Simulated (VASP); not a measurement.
# CaO (Pm-3m) in VASP: notebook

Runs on CaO. Level: PBEsol. Tasks: vibrations by perturbation theory.

Program: VASP 6.6.1. These are calculated values, not measurements. Logs are shortened: lines on timing, memory, paths and dates and some standing lists are left out, and cuts for length are marked.

## (1) The cell of the first run

It takes space group Pm-3m (No. 221, cubic). Conventional cell: a = 2.834 Å, b = 2.834 Å, c = 2.834 Å, α = 90.00°, β = 90.00°, γ = 90.00°. Within 3.2 Å of Ca (site symmetry m-3m) lie 8 O at 2.45 Å and 6 Ca at 2.83 Å. O (site symmetry m-3m) has 8 Ca at 2.45 Å and 6 O at 2.83 Å within 3.2 Å.

## (2) Vibrations by perturbation theory, PBEsol

INCAR reads:

```
PREC = Accurate
ENCUT = 520
EDIFF = 1E-8
ISMEAR = 0
SIGMA = 0.01
LREAL = F
LASPH = T
NELM = 60
ALGO = Normal
ISIF = 2
LWAVE = F
LCHARG = F
GGA = PS
NBANDS = 15
IBRION = 8
NSW = 1
LEPSILON = T
```

KPOINTS reads:

```
regular mesh
0
Gamma
  8 8 8
```

POSCAR reads:

```
CaO
1.0
    2.8344000000      0.0000000000      0.0000000000
    0.0000000000      2.8344000000      0.0000000000
    0.0000000000      0.0000000000      2.8344000000
Ca O
1 1
Direct
    0.0000000000      0.0000000000      0.0000000000
    0.5000000000      0.5000000000      0.5000000000
```

Potentials or basis: VASP PAW PBE potentials, release 64 (Ca_sv, O).

The run is started by

```console
cat potpaw_PBE.64/Ca_sv/POTCAR potpaw_PBE.64/O/POTCAR > POTCAR
mpirun -np 1 vasp_std > vasp.out
```

OUTCAR:

```text
PREC = Accurate
   ENCUT = 520
   EDIFF = 1E-8
   ISMEAR = 0
   LREAL = F
   LASPH = T
   NELM = 60
   ISIF = 2
   GGA = PS
   IBRION = 8
   NSW = 1
   LEPSILON = T

 ion  position               nearest neighbor table
   1  0.000  0.000  0.000-   2 2.45   2 2.45   2 2.45   2 2.45   2 2.45   2 2.45   2 2.45   2 2.45

   2  0.500  0.500  0.500-   1 2.45   1 2.45   1 2.45   1 2.45   1 2.45   1 2.45   1 2.45   1 2.45

  LATTYP: Found a simple cubic cell.
 ALAT       =     2.8344000000

  Lattice vectors:

 A1 = (   2.8344000000,   0.0000000000,   0.0000000000)
 A2 = (   0.0000000000,   2.8344000000,   0.0000000000)
 A3 = (   0.0000000000,   0.0000000000,   2.8344000000)

Analysis of symmetry for initial positions (statically):
=====================================================================
 Subroutine PRICEL returns:
 Original cell was already a primitive cell.

 Routine SETGRP: Setting up the symmetry group for a
 simple cubic supercell.

 Subroutine GETGRP returns: Found 48 space group operations
 (whereof 48 operations were pure point group operations)
 out of a pool of 48 trial point group operations.

The static configuration has the point symmetry O_h .

Analysis of symmetry for dynamics (positions and initial velocities):
=====================================================================
 Subroutine PRICEL returns:
 Original cell was already a primitive cell.

 Routine SETGRP: Setting up the symmetry group for a
 simple cubic supercell.

 Subroutine GETGRP returns: Found 48 space group operations
 (whereof 48 operations were pure point group operations)
 out of a pool of 48 trial point group operations.

The dynamic configuration has the point symmetry O_h .

 Subroutine INISYM returns: Found 48 space group operations
 (whereof 48 operations are pure point group operations),
 and found     1 'primitive' translations

----------------------------------------------------------------------------------------

                                     Primitive cell

  volume of cell :      22.7711

  direct lattice vectors                    reciprocal lattice vectors
     2.834400000  0.000000000  0.000000000     0.352808355  0.000000000  0.000000000
     0.000000000  2.834400000  0.000000000     0.000000000  0.352808355  0.000000000
     0.000000000  0.000000000  2.834400000     0.000000000  0.000000000  0.352808355

  length of vectors
     2.834400000  2.834400000  2.834400000     0.352808355  0.352808355  0.352808355

  position of ions in fractional coordinates (direct lattice)
     0.000000000  0.000000000  0.000000000
     0.500000000  0.500000000  0.500000000

  ion indices of the primitive-cell ions
   primitive index   ion index
                 1           1
                 2           2

----------------------------------------------------------------------------------------

 KPOINTS: regular mesh

Automatic generation of k-mesh.
 Grid dimensions read from file:
 generate k-points for:    8    8    8

 Generating k-lattice:

  Cartesian coordinates                     Fractional coordinates (reciprocal lattice)
     0.044101044  0.000000000  0.000000000     0.125000000  0.000000000  0.000000000
     0.000000000  0.044101044  0.000000000     0.000000000  0.125000000  0.000000000
     0.000000000  0.000000000  0.044101044     0.000000000  0.000000000  0.125000000

  Length of vectors
     0.044101044  0.044101044  0.044101044

  Shift w.r.t. Gamma in fractional coordinates (k-lattice)
     0.000000000  0.000000000  0.000000000

 Subroutine IBZKPT returns following result:
 ===========================================

 Found     35 irreducible k-points:

 Following reciprocal coordinates:
            Coordinates               Weight
  0.000000  0.000000  0.000000      1.000000
  0.125000  0.000000  0.000000      6.000000
[... 537 lines left out ...]
      direct lattice vectors                 reciprocal lattice vectors
     2.834400000  0.000000000  0.000000000     0.352808355  0.000000000  0.000000000
     0.000000000  2.834400000  0.000000000     0.000000000  0.352808355  0.000000000
     0.000000000  0.000000000  2.834400000     0.000000000  0.000000000  0.352808355

 POSITION                                       TOTAL-FORCE (eV/Angst)
 -----------------------------------------------------------------------------------
      0.00000      0.00000      0.00000         0.000000      0.000000      0.000000
      1.41720      1.41720      1.41720         0.000000      0.000000      0.000000
 -----------------------------------------------------------------------------------
    total drift:                                0.000000      0.000000     -0.000000

  FREE ENERGIE OF THE ION-ELECTRON SYSTEM (eV)
  ---------------------------------------------------
  free  energy   TOTEN  =       -12.4515046707 eV

  energy  without entropy=      -12.4515046707  energy(sigma->0) =      -12.45150467

 HEAD OF MICROSCOPIC STATIC DIELECTRIC TENSOR (INDEPENDENT PARTICLE, excluding Hartree and local field effects)
 ------------------------------------------------------
           4.818281     0.000000    -0.000000
          -0.000000     4.818281    -0.000000
           0.000000    -0.000000     4.818281
 ------------------------------------------------------

 Free energy of the ion-electron system (eV)
  ---------------------------------------------------
  ---------------------------------------------------
  free energy    TOTEN  =        -0.24645273 eV

  energy without entropy =       -0.24645273

------------------------ aborting loop because EDIFF is reached ----------------------------------------

--------------------------------------- Ionic step        2  -------------------------------------------

------------------------ aborting loop because EDIFF is reached ----------------------------------------

--------------------------------------- Ionic step        3  -------------------------------------------

------------------------ aborting loop because EDIFF is reached ----------------------------------------

 PIEZOELECTRIC TENSOR FIELD DIRECTION 3  (e Angst)
 -----------------------------------------------------------------------------
     0.00030  0.00000  0.00000           (  0.00002  0.00000  0.00000)
     0.00000  0.00030 -0.00000           (  0.00000  0.00002 -0.00000)
     0.00000 -0.00000 -0.00201           (  0.00000 -0.00000 -0.00007)

 PIEZOELECTRIC TENSOR FIELD DIRECTION 3  (C/m^2)
 -----------------------------------------------------------------------------
     0.00021  0.00000  0.00000
     0.00000  0.00021 -0.00000
     0.00000 -0.00000 -0.00141

--------------------------------------- Ionic step        4  -------------------------------------------

------------------------ aborting loop because EDIFF is reached ----------------------------------------

[... ionic steps 5 to 6 ...]

--------------------------------------- Ionic step        7  -------------------------------------------

 Free energy of the ion-electron system (eV)
  ---------------------------------------------------
  ---------------------------------------------------
  free energy    TOTEN  =        -0.35991849 eV

  energy without entropy =       -0.35991849

------------------------ aborting loop because EDIFF is reached ----------------------------------------

 INTERNAL STRAIN TENSOR  FOR ION    2  DIRECTION 1   (eV/Angst):
 -----------------------------------------------------------------------------
    -0.01078  0.00000  0.00000
    -0.00000  0.01739  0.00000
     0.00000  0.00000  0.01739

 MACROSCOPIC STATIC DIELECTRIC TENSOR (including local field effects in DFT)
 ------------------------------------------------------
           4.647284    -0.000000    -0.000000
           0.000000     4.647284    -0.000000
           0.000000    -0.000000     4.647284
 ------------------------------------------------------

 PIEZOELECTRIC TENSOR (including local field effects)  for field in x, y, z        (e  Angst)
          XX          YY          ZZ          XY          YZ          ZX
  --------------------------------------------------------------------------------
  x     0.00000     0.00000     0.00000     0.00000     0.00000     0.00000
  y     0.00000     0.00000     0.00000     0.00000     0.00000     0.00000
  z     0.00000     0.00000     0.00000     0.00000     0.00000     0.00000

 PIEZOELECTRIC TENSOR (including local field effects)  for field in x, y, z        (C/m^2)
          XX          YY          ZZ          XY          YZ          ZX
  --------------------------------------------------------------------------------
  x     0.00000     0.00000     0.00000     0.00000     0.00000     0.00000
  y     0.00000     0.00000     0.00000     0.00000     0.00000     0.00000
  z     0.00000     0.00000     0.00000     0.00000     0.00000     0.00000

 BORN EFFECTIVE CHARGES (including local field effects) (in |e|, cummulative output)
 ---------------------------------------------------------------------------------
 ion    1
    1     2.58665     0.00000    -0.00000
    2     0.00000     2.58665    -0.00000
    3     0.00000    -0.00000     2.58665
 ion    2
    1    -2.58665    -0.00000     0.00000
    2    -0.00000    -2.58665     0.00000
    3    -0.00000     0.00000    -2.58665

 INTERNAL STRAIN TENSOR FOR ION    2 for displacements in x,y,z  (eV/Angst):
          X           Y           Z          XY          YZ          ZX
  --------------------------------------------------------------------------------
  x     0.00000     0.00000     0.00000     0.00000     0.00000     0.00000
  y     0.00000     0.00000     0.00000     0.00000     0.00000     0.00000
  z     0.00000     0.00000     0.00000     0.00000     0.00000     0.00000

 SECOND DERIVATIVES (NOT SYMMETRIZED)
 ------------------------------------
               1X          1Y          1Z          2X          2Y          2Z
  1X    -1.756096   -0.000000   -0.000000    1.756096    0.000000    0.000000
  1Y    -0.000000   -1.756096   -0.000000    0.000000    1.756096    0.000000
  1Z    -0.000000   -0.000000   -1.756096    0.000000    0.000000    1.756096
  2X     1.787948   -0.000000    0.000000   -1.787948    0.000000   -0.000000
  2Y    -0.000000    1.787948    0.000000    0.000000   -1.787948    0.000000
  2Z     0.000000    0.000000    1.787948   -0.000000   -0.000000   -1.787948

 Eigenvectors and eigenvalues of the dynamical matrix
 ----------------------------------------------------

   1 f  =    6.166069 THz    38.742555 2PiTHz  205.677927 cm-1    25.500801 meV
             X         Y         Z           dx          dy          dz
      0.000000  0.000000  0.000000     0.530729   -0.000000   -0.000000
      1.417200  1.417200  1.417200    -0.847542    0.000000    0.000000
[... 21 lines left out ...]
   6 f/i=    0.024928 THz     0.156626 2PiTHz    0.831501 cm-1     0.103093 meV
             X         Y         Z           dx          dy          dz
      0.000000  0.000000  0.000000    -0.000000   -0.000000   -0.847542
      1.417200  1.417200  1.417200     0.000000    0.000000   -0.530729

--------------------------------------------------------------------------------------------------------

 MACROSCOPIC STATIC DIELECTRIC TENSOR IONIC CONTRIBUTION
 ------------------------------------------------------
          30.003540    -0.000000    -0.000000
          -0.000000    30.003540    -0.000000
          -0.000000    -0.000000    30.003540
 ------------------------------------------------------

 ELASTIC MODULI CONTR FROM IONIC RELAXATION (kBar)
 Direction    XX          YY          ZZ          XY          YZ          ZX
 --------------------------------------------------------------------------------
 XX           0.0000      0.0000      0.0000      0.0000      0.0000      0.0000
 YY           0.0000      0.0000      0.0000      0.0000      0.0000      0.0000
 ZZ           0.0000      0.0000      0.0000      0.0000      0.0000      0.0000
 XY           0.0000      0.0000      0.0000      0.0000      0.0000      0.0000
 YZ           0.0000      0.0000      0.0000      0.0000      0.0000      0.0000
 ZX           0.0000      0.0000      0.0000      0.0000      0.0000      0.0000
 --------------------------------------------------------------------------------

 PIEZOELECTRIC TENSOR IONIC CONTR  for field in x, y, z        (C/m^2)
          XX          YY          ZZ          XY          YZ          ZX
  --------------------------------------------------------------------------------
  x     0.00000     0.00000     0.00000     0.00000     0.00000     0.00000
  y     0.00000     0.00000     0.00000     0.00000     0.00000     0.00000
  z     0.00000     0.00000     0.00000     0.00000     0.00000     0.00000
```

It took 7.2 min on 1 thread of Intel Xeon 8259CL, shared host; peak memory 0.2 GiB.

What came out:

```yaml
Electronic_dielectric_tensor_diagonal: 4.65
Born_charges_mean_of_the_diagonal: Ca +2.59; O -2.59 e
Highest_phonon_frequency_at_Γ_LO-TO_splitting_left_out: 206 cm⁻¹
```

Phonon frequencies in cm⁻¹ (negative: imaginary):
```csv
q point,frequencies
"(0.000, 0.000, 0.000)",-1 -1 -1 206 206 206
```

Electronic dielectric tensor:
```
4.65 0.00 0.00
0.00 4.65 0.00
0.00 0.00 4.65
```

Born effective charge tensors (e):
atom 1, Ca
```
2.59 0.00 0.00
0.00 2.59 0.00
0.00 0.00 2.59
```
atom 2, O
```
-2.59  0.00  0.00
 0.00 -2.59  0.00
 0.00  0.00 -2.59
```

Caveat: the cell stands under pressure or tension, which shifts response properties.

(Part 1 of 2 ends here.)
